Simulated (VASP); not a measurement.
# Zr: single point with LDA

Crystal: Zr.

```xyz
2
Lattice="3.2320 0.0000 0.0000 -1.6160 2.7990 0.0000 0.0000 0.0000 5.1470" Properties=species:S:1:pos:R:3 pbc="T T T"
Zr    0.0000    1.8660    1.2868
Zr    1.6160    0.9330    3.8603
```

```yaml
Program: VASP 6.6.1
Task: single point
Functional: LDA
Potentials_or_basis: VASP PAW LDA potentials, release 64 (Zr_sv)
Cutoff: 520 eV
k_mesh: 18 × 18 × 10
Occupations: gaussian, width 0.15 eV
Spin: no spin polarisation
Dipole_correction: no
Further_INCAR_settings: ALGO = Fast; EDIFF = 1e-06; NBANDS = 19
```

| Quantity | Value |
| --- | --- |
| Pressure | -6.0 GPa |
| Band gap on the k mesh | zero (band 12 reaches 9.70 eV, above the bottom of band 13 at 8.55 eV) |

Stress tensor (GPa, compression positive):
```
-6.19  0.00  0.00
 0.00 -6.19  0.00
 0.00  0.00 -5.66
```

Levels at points of the mesh, in eV from the Fermi level:
| k point | band 10 | band 11 | band 12 | band 13 | band 14 | band 15 |
| --- | --- | --- | --- | --- | --- | --- |
| (0.00, 0.00, 0.00) | -3.03 | 0.83 | 0.83 | 0.99 | 1.26 | 1.52 |
| (0.50, 0.00, 0.00) | -2.50 | -2.14 | -0.15 | 0.50 | 0.78 | 1.45 |
| (0.00, 0.00, 0.50) | -3.92 | 0.05 | 0.05 | 0.73 | 0.73 | 0.73 |
| (0.50, 0.00, 0.50) | -2.87 | -1.06 | -1.06 | 1.69 | 1.69 | 2.18 |

Run time: 83 s on 1 thread of Intel(R) Xeon(R) 6975P-C (Granite Rapids), on a shared host, peak memory 0.26 GiB.
